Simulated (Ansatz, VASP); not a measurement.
**One calculation of C, two programs**

```
CELL_PARAMETERS angstrom
2.46565 0.00000 0.00000
-1.23283 2.13532 0.00000
0.00000 0.00000 17.50007
ATOMIC_POSITIONS crystal
C 0.66667 0.33333 0.25714
C 0.33333 0.66667 0.25714
C 0.83333 0.66667 0.45200
C 0.50000 0.00000 0.45200
```

Alike in both runs: task single point; functional PBE; dispersion D3(BJ); k mesh 15 × 15 × 1; occupations gaussian, width 0.1 eV; no spin polarisation.

```csv
,VASP,Ansatz
version,VASP 6.6.1,Ansatz 0.2.0
potentials or method,"VASP PAW PBE potentials, release 64 (C), cutoff 520 eV","scalar-relativistic, plane waves, PAW"
valence electrons in the cell,16,16
```

```tsv
	VASP	Ansatz	Ansatz less VASP
gap on the k mesh at the Fermi level (eV)	0.41	0.41	0.000
least direct gap on the mesh (eV)	0.41	0.41	0.000
rms of the force components (eV/Å)	0.009	0.009	-0.0001
```

Atom by atom the forces differ by 0.000 eV/Å (rms over components).
